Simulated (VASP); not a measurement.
# Ag (Pm-3m) in VASP: notebook

Ag is run at these levels: LDA; tasks: single point, relaxation of cell and atoms.

Program: VASP 6.6.1. These are calculated values, not measurements. Logs are shortened: lines on timing, memory, paths and dates and some standing lists are left out, and cuts for length are marked.

### 1 The cell of the first run

The structure is cubic, space group Pm-3m (No. 221). The conventional cell has a = 2.749 Å, b = 2.749 Å, c = 2.749 Å, α = 90.00°, β = 90.00°, γ = 90.00°. Ag (site symmetry m-3m) has 6 Ag at 2.75 Å within 3.6 Å.

### 2 Single point, LDA (volume scaled by 1.12)

The input, INCAR:

```
SYSTEM = Ag
PREC     = Accurate       ! precision mode
ENCUT    = 520            ! plane-wave cutoff, eV
EDIFF    = 1E-7           ! SCF threshold, eV
ISMEAR   = -1             ! smearing method
SIGMA    = 0.1            ! smearing width, eV
LREAL    = .False.        ! projectors in reciprocal space
LASPH    = .True.         ! aspherical terms in the spheres
NELM     = 80             ! most SCF steps
ALGO     = Normal         ! electronic algorithm
ISIF     = 2              ! what is computed and relaxed
LWAVE    = .False.        ! write WAVECAR
LCHARG   = .True.         ! write CHGCAR
GGA      = CA             ! functional
LELF     = .True.         ! ELF
LVHAR    = .True.       
NBANDS   = 12             ! bands
```

The input, KPOINTS:

```
regular mesh
0
Gamma
  13 13 13
  0 0 0
```

The input, POSCAR:

```
Ag
1.0
    2.7489923268      0.0000000000      0.0000000000
    0.0000000000      2.7489923268      0.0000000000
    0.0000000000      0.0000000000      2.7489923268
Ag
1
Direct
    0.0000000000      0.0000000000      0.0000000000
```

Potentials or basis: VASP PAW LDA potentials, release 64 (Ag).

The run is started by

```console
cat potpaw_LDA.64/Ag/POTCAR > POTCAR
mpirun -np 1 vasp_std > vasp.out
```

OUTCAR:

```text
SYSTEM = Ag
   PREC = Accurate
   ENCUT = 520
   EDIFF = 1E-7
   ISMEAR = -1
   LREAL = .False.
   LASPH = .True.
   NELM = 80
   ISIF = 2
   GGA = CA

 ion  position               nearest neighbor table
   1  0.000  0.000  0.000-

  LATTYP: Found a simple cubic cell.
 ALAT       =     2.7489923268

  Lattice vectors:

 A1 = (   2.7489923268,   0.0000000000,   0.0000000000)
 A2 = (   0.0000000000,   2.7489923268,   0.0000000000)
 A3 = (   0.0000000000,   0.0000000000,   2.7489923268)

Analysis of symmetry for initial positions (statically):
=====================================================================
 Subroutine PRICEL returns:
 Original cell was already a primitive cell.

 Routine SETGRP: Setting up the symmetry group for a
 simple cubic supercell.

 Subroutine GETGRP returns: Found 48 space group operations
 (whereof 48 operations were pure point group operations)
 out of a pool of 48 trial point group operations.

The static configuration has the point symmetry O_h .

Analysis of symmetry for dynamics (positions and initial velocities):
=====================================================================
 Subroutine PRICEL returns:
 Original cell was already a primitive cell.

 Routine SETGRP: Setting up the symmetry group for a
 simple cubic supercell.

 Subroutine GETGRP returns: Found 48 space group operations
 (whereof 48 operations were pure point group operations)
 out of a pool of 48 trial point group operations.

The dynamic configuration has the point symmetry O_h .

 Subroutine INISYM returns: Found 48 space group operations
 (whereof 48 operations are pure point group operations),
 and found     1 'primitive' translations

----------------------------------------------------------------------------------------

                                     Primitive cell

  volume of cell :      20.7740

  direct lattice vectors                    reciprocal lattice vectors
     2.748992327  0.000000000  0.000000000     0.363769659  0.000000000  0.000000000
     0.000000000  2.748992327  0.000000000     0.000000000  0.363769659  0.000000000
     0.000000000  0.000000000  2.748992327     0.000000000  0.000000000  0.363769659

  length of vectors
     2.748992327  2.748992327  2.748992327     0.363769659  0.363769659  0.363769659

  position of ions in fractional coordinates (direct lattice)
     0.000000000  0.000000000  0.000000000

  ion indices of the primitive-cell ions
   primitive index   ion index
[... 73 lines left out ...]
   EDIFF  = 0.1E-06   stopping-criterion for ELM
   LREAL  =      F    real-space projection
   EDIFFG = 0.1E-05   stopping-criterion for IOM
   NSW    =      0    number of steps for IOM
   IBRION =     -1    ionic relax: 0-MD 1-quasi-New 2-CG
   NFREE  =      0    steps in history (QN), initial steepest desc. (CG)
   ISIF   =      2    stress and relaxation
   ISYM   =      2    0-nonsym 1-usesym 2-fastsym
   POTIM  = 0.5000    time-step for ionic-motion
   TEBEG  =    0.0;   TEEND  =   0.0 temperature during run
   PSTRESS=    0.0 pullay stress
   NELECT =      11.0000    total number of electrons
   NUPDOWN=      -1.0000    fix difference up-down
   EMIN   =  10.00;   EMAX   =-10.00  energy-range for DOS
   EFERMI =   0.00;   METHOD = LEGACY
   ISMEAR =    -1;   SIGMA  =   0.10  broadening in eV -4-tet -1-fermi 0-gaus
   EFERMI_NEDOS =   21; number of points for ismear=-14 and -15
   IALGO  =     38    algorithm
   IMIX   =      4    mixing-type and parameters
     AMIX     =   0.40;   BMIX     =  1.00
     AMIX_MAG =   1.60;   BMIX_MAG =  1.00
  volume/ion in A,a.u.               =      20.77       140.19
  Fermi-wavevector in a.u.,A,eV,Ry     =   1.324440  2.502828 23.866532  1.754141
  Thomas-Fermi vector in A             =   2.453974
   LORBIT       =      0    0 simple, 1 ext, 2 COOP (PROOUT), +10 PAW based schemes
   GGA     = CA    functional components
   LHFCALC =     F    Hartree Fock is set to
   AEXX    =    0.0000 exact exchange contribution
   IVDW    =     0    specifies the selected vdW correction
   LEPSILON=     F    determine dielectric tensor
   LRPA    =     F    only Hartree local field effects (RPA)
 non-spin polarized calculation
  energy-cutoff  :      520.00
  volume of cell :       20.77
 maximum number of plane-waves:       587
   NGX = 11   NGY = 11   NGZ = 11

 number of electron      11.0000011 magnetization

 Free energy of the ion-electron system (eV)
  ---------------------------------------------------
  ext. energy  EPLUGINS =         0.00000000
  ---------------------------------------------------
  free energy    TOTEN  =        -3.30697678 eV

  energy without entropy =       -3.29677373  energy(sigma->0) =       -3.30187526

 E-fermi :   5.5833     XC(G=0): -11.3608

 val. band max:        5.4481029945   @ k =   0.3077   0.3077   0.2308
 cond. band min:       5.5879066376   @ k =   0.4615   0.1538   0.0000
 fundamental gap:      0.1398036430
 Fermi energy:         5.5833339760

 k-point     1 :       0.0000    0.0000    0.0000
  band No.  band energies     occupation
      1      -0.8089      2.00000
      2      -0.0779      2.00000
      3      -0.0779      2.00000
      4       2.8797      2.00000
      5       2.8797      2.00000
      6       2.8797      2.00000
      7      19.4281      0.00000
      8      19.4281      0.00000
      9      19.4281      0.00000
     10      24.6152      0.00000
     11      24.6152      0.00000
     12      25.0900      0.00000
[... 331 lines left out ...]
 k-point    24 :       0.3846    0.3077    0.0000
  band No.  band energies     occupation
      1       0.4922      2.00000
      2       0.5739      2.00000
      3       2.1430      2.00000
      4       2.2720      2.00000
      5       2.3442      2.00000
      6       5.4366      1.62535
      7      10.7290      0.00000
      8      15.1441      0.00000
      9      19.5492      0.00000
     10      25.2285      0.00000
     11      26.3059      0.00000
     12      28.3045      0.00000

 [... further k-points ...]
[... 5 lines left out ...]
  --------------------------------------------------------------------------------------
  -------------------------------------------------------------------------------------
  Total       -1.1023793     -1.1023793     -1.1023793      0.0000000      0.0000000     -0.0000000
  in kB      -85.0199900    -85.0199900    -85.0199900      0.0000000      0.0000000     -0.0000000
  external PRESSURE =     -85.0199900 kB  Pullay stress =       0.0000000 kB

 VOLUME and BASIS-vectors are now :
 -----------------------------------------------------------------------------
  energy-cutoff  :      520.00
  volume of cell :       20.77
      direct lattice vectors                 reciprocal lattice vectors
     2.748992327  0.000000000  0.000000000     0.363769659  0.000000000  0.000000000
     0.000000000  2.748992327  0.000000000     0.000000000  0.363769659  0.000000000
     0.000000000  0.000000000  2.748992327     0.000000000  0.000000000  0.363769659

 POSITION                                       TOTAL-FORCE (eV/Angst)
 -----------------------------------------------------------------------------------
      0.00000      0.00000      0.00000         0.000000      0.000000      0.000000
 -----------------------------------------------------------------------------------
    total drift:                               -0.000000      0.000000      0.000000

  FREE ENERGIE OF THE ION-ELECTRON SYSTEM (eV)
  ---------------------------------------------------
  free  energy   TOTEN  =        -3.3069767805 eV

  energy  without entropy=       -3.2967737319  energy(sigma->0) =       -3.30187526
```

OSZICAR:

```text
N       E                     dE             d eps       ncg     rms          rms(c)
DAV:   1     0.510693073374E+02    0.51069E+02   -0.53079E+03  2024   0.798E+02
DAV:   2    -0.278570021663E+01   -0.53855E+02   -0.51262E+02  2304   0.186E+02
DAV:   3    -0.354946503592E+01   -0.76376E+00   -0.76334E+00  2400   0.243E+01
DAV:   4    -0.355226831748E+01   -0.28033E-02   -0.28031E-02  2256   0.150E+00
DAV:   5    -0.355229751281E+01   -0.29195E-04   -0.29196E-04  2372   0.141E-01    0.403E+00
DAV:   6    -0.331727448254E+01    0.23502E+00   -0.10441E+00  2292   0.875E+00    0.269E+00
DAV:   7    -0.331045434918E+01    0.68201E-02   -0.47474E-03  2208   0.704E-01    0.154E+00
DAV:   8    -0.330696955386E+01    0.34848E-02   -0.92494E-04  2288   0.220E-01    0.341E-02
DAV:   9    -0.330697653373E+01   -0.69799E-05   -0.10631E-05  2340   0.207E-02    0.744E-03
DAV:  10    -0.330697680391E+01   -0.27018E-06   -0.16442E-06  2348   0.105E-02    0.189E-03
DAV:  11    -0.330697678054E+01    0.23363E-07   -0.32293E-08  1360   0.129E-03
   1 F= -.33069768E+01 E0= -.33018753E+01  d E =-.102030E-01
```

Run time: 8.8 s. Hardware: 1 thread of Intel Xeon Platinum 8259CL at 2.50GHz (Skylake/Cascade Lake), shared host; peak memory 0.13 GiB.

What came out:

| Item | Value |
| --- | --- |
| Free energy | -3.3070 eV |
| Pressure | -8.5 GPa |

Levels at points of the mesh, in eV from the Fermi level:
| k point | band 4 | band 5 | band 6 | band 7 | band 8 | band 9 |
| --- | --- | --- | --- | --- | --- | --- |
| (0.00, 0.00, 0.00) | -2.70 | -2.70 | -2.70 | 13.84 | 13.84 | 13.84 |

Caveat: the cell differs from its parent crystal (volume scaled by 1.12).

### 3 Relaxation of cell and atoms, LDA

This run uses another cell than the first one, of 18.42 Å³/atom, 0.887 times its volume.

The input, INCAR:

```
SYSTEM = Ag
PREC = Accurate ; ENCUT = 600
EDIFF = 1E-7 ; ISMEAR = -1
SIGMA = 0.1 ; LREAL = .FALSE.
LASPH = .TRUE. ; NELM = 100
ALGO = Normal ; ISIF = 3
LWAVE = .FALSE. ; LCHARG = .FALSE.
IBRION = 2 ; NSW = 80
EDIFFG = -0.01
```

The input, KPOINTS:

```
regular mesh
0
G
  12 12 12
  0 0 0
```

The input, POSCAR:

```
Ag
1.0
    2.6410353091      0.0000000000      0.0000000000
    0.0000000000      2.6410353091      0.0000000000
    0.0000000000      0.0000000000      2.6410353091
Ag
1
Direct
    0.0000000000      0.0000000000      0.0000000000
```

Potentials or basis: VASP PAW LDA potentials, release 64 (Ag).

The run is started by

```console
cat potpaw_LDA.64/Ag/POTCAR > POTCAR
mpirun -np 1 vasp_std > vasp.out
```

OUTCAR:

```text
SYSTEM = Ag
   PREC = Accurate
   ENCUT = 600
   EDIFF = 1E-7
   ISMEAR = -1
   LREAL = .FALSE.
   LASPH = .TRUE.
   NELM = 100
   ISIF = 3
   IBRION = 2
   NSW = 80
   EDIFFG = -0.01

 ion  position               nearest neighbor table
   1  0.000  0.000  0.000-

  LATTYP: Found a simple cubic cell.
 ALAT       =     2.6410353091

  Lattice vectors:

 A1 = (   2.6410353091,   0.0000000000,   0.0000000000)
 A2 = (   0.0000000000,   2.6410353091,   0.0000000000)
 A3 = (   0.0000000000,   0.0000000000,   2.6410353091)

Analysis of symmetry for initial positions (statically):
=====================================================================
 Subroutine PRICEL returns:
 Original cell was already a primitive cell.

 Routine SETGRP: Setting up the symmetry group for a
 simple cubic supercell.
[... 245 lines left out ...]

 E-fermi :   6.9043     XC(G=0): -11.9876

 val. band max:        6.8690659668   @ k =   0.4167   0.1667   0.1667
 cond. band min:       7.0055737227   @ k =   0.3333   0.3333   0.1667
 fundamental gap:      0.1365077559
 Fermi energy:         6.9042774133

 k-point     1 :       0.0000    0.0000    0.0000
  band No.  band energies     occupation
      1      -0.1608      2.00000
      2       0.6778      2.00000
      3       0.6778      2.00000
      4       4.2457      2.00000
      5       4.2457      2.00000
      6       4.2457      2.00000
      7      21.6111      0.00000
      8      21.6111      0.00000
      9      21.6111      0.00000
[... 265 lines left out ...]
 k-point    24 :       0.4167    0.3333    0.0000
  band No.  band energies     occupation
      1       1.1797      2.00000
      2       1.4435      2.00000
      3       3.2973      2.00000
      4       3.5224      2.00000
      5       3.8583      2.00000
      6       7.7462      0.00044
      7      11.7805      0.00000
      8      17.2609      0.00000
      9      20.5368      0.00000

 [... further k-points ...]
[... 5 lines left out ...]
  --------------------------------------------------------------------------------------
  -------------------------------------------------------------------------------------
  Total       -0.0025658     -0.0025658     -0.0025658      0.0000000      0.0000000      0.0000000
  in kB       -0.2214912     -0.2214912     -0.2214912      0.0000000      0.0000000      0.0000000
  external PRESSURE =      -0.2214912 kB  Pullay stress =       0.0000000 kB
[... 16 lines left out ...]
  FREE ENERGIE OF THE ION-ELECTRON SYSTEM (eV)
  ---------------------------------------------------
  free  energy   TOTEN  =        -3.3721447019 eV

  energy  without entropy=       -3.3617669349  energy(sigma->0) =       -3.36695582

 reached required accuracy - stopping structural energy minimisation
```

OSZICAR:

```text
N       E                     dE             d eps       ncg     rms          rms(c)
DAV:   1     0.494134188853E+02    0.49413E+02   -0.61371E+03  1544   0.122E+03
DAV:   2    -0.322593906440E+01   -0.52639E+02   -0.50012E+02  1557   0.217E+02
[... 18 lines left out ...]
   2 F= -.33719534E+01 E0= -.33667390E+01  d E =-.147532E-03
       N       E                     dE             d eps       ncg     rms          rms(c)
DAV:   1    -0.337710262893E+01   -0.51492E-02   -0.92262E-02  1537   0.377E+00    0.454E-01
DAV:   2    -0.337227313383E+01    0.48295E-02   -0.22565E-02  1534   0.164E+00    0.137E-01
DAV:   3    -0.337217365197E+01    0.99482E-04   -0.20419E-04  1568   0.144E-01    0.911E-02
DAV:   4    -0.337214462993E+01    0.29022E-04   -0.46333E-05  1564   0.573E-02    0.434E-03
DAV:   5    -0.337214470189E+01   -0.71955E-07   -0.72234E-07  1587   0.879E-03
   3 F= -.33721447E+01 E0= -.33669558E+01  d E =-.338824E-03
```

It took 14 s on 1 thread of Intel Xeon Platinum 8259CL at 2.50GHz (Skylake/Cascade Lake), shared host; peak memory 0.15 GiB.

Results:

```yaml
Free_energy: -3.3721 eV
Relaxed_volume: 18.56 Å³/atom
Relaxed_cell: a = 2.648 Å, b = 2.648 Å, c = 2.648 Å, α = 90.00°, β = 90.00°, γ = 90.00°
Space_group_after_relaxing_to_0.05_Å: Pm-3m (No. 221)
Energy_gained_by_relaxing: 0.3 meV/atom
Ionic_steps: 3
Pressure_after_relaxing: 0.0 GPa
```

The path:
```csv
step,energy change (eV),largest force (eV/Å),pressure (GPa),volume (Å³)
1,0.0000,0.0000,0.79,18.42
2,-0.0001,0.0000,-0.58,18.66
3,-0.0003,0.0000,-0.02,18.56
```

Final structure:
```
Ag
1.0
     2.64763    0.00000    0.00000
     0.00000    2.64763    0.00000
     0.00000    0.00000    2.64763
Ag
1
Direct
  0.00000 0.00000 0.00000
```

### 4 Single point, LDA, non-collinear spin, zero start, spin-orbit coupling

This run uses another cell than the first one, of 18.55 Å³/atom, 0.893 times its volume.

The input, INCAR:

```
SYSTEM = Ag
  ALGO = Normal
  EDIFF = 1E-6
  ENCUT = 520
  GGA = CA
  GGA_COMPAT = .False.
  ISIF = 2
  ISMEAR = -1
  LASPH = .True.
  LCHARG = .False.
  LMAXMIX = 4
  LORBIT = 11
  LORBMOM = .True.
  LREAL = .False.
  LSORBIT = .True.
  LWAVE = .False.
  MAGMOM = 0 0 0
  NBANDS = 22
  NELM = 150
  PREC = Accurate
  SIGMA = 0.1
```

The input, KPOINTS:

```
k-points
0
Gamma
  12 12 12
  0 0 0
```

The input, POSCAR:

```
Ag
1.0
    2.6470827630      0.0000000000      0.0000000000
    0.0000000000      2.6470827630      0.0000000000
    0.0000000000      0.0000000000      2.6470827630
Ag
1
Direct
    0.0000000000      0.0000000000      0.0000000000
```

The run is started by

```console
cat potpaw_LDA.64/Ag/POTCAR > POTCAR
mpirun -np 1 vasp_ncl > vasp.out
```

It took 34 s on 1 thread of Intel Xeon Platinum 8259CL at 2.50GHz (Skylake/Cascade Lake), shared host; peak memory 0.17 GiB.

Results (log left out):

```
Free energy                                           : -3.4002 eV
Pressure                                              : 0.0 GPa
Net moment                                            : 0.00 μB per cell
Valence electrons inside the program's atomic spheres : Ag 9.93
```

Moments on the atoms (μB; x, y, z):
```
Ag  0.00 0.00 0.00
```

### 5 Summary

| task | spin | cell | k mesh | cutoff (eV) | gap on the mesh (eV) | pressure (GPa) |
| --- | --- | --- | --- | --- | --- | --- |
| single point | off | a = 2.749 Å, 1 atom | 13 × 13 × 13 | 520 | none | -8.5 |
| relaxation of cell and atoms | off | relaxed from a = 2.641 Å, 1 atom | 12 × 12 × 12 | 600 | none | 0.0 |
| single point | non-collinear, zero start, SOC | a = 2.647 Å, 1 atom | 12 × 12 × 12 | 520 | - | 0.0 |

Alike in all rows: level LDA; potentials or basis VASP PAW LDA potentials, release 64 (Ag); smearing fermi-dirac 0.1 eV.

Total energies depend on the potentials used, so only differences within one code and one set of settings carry meaning.
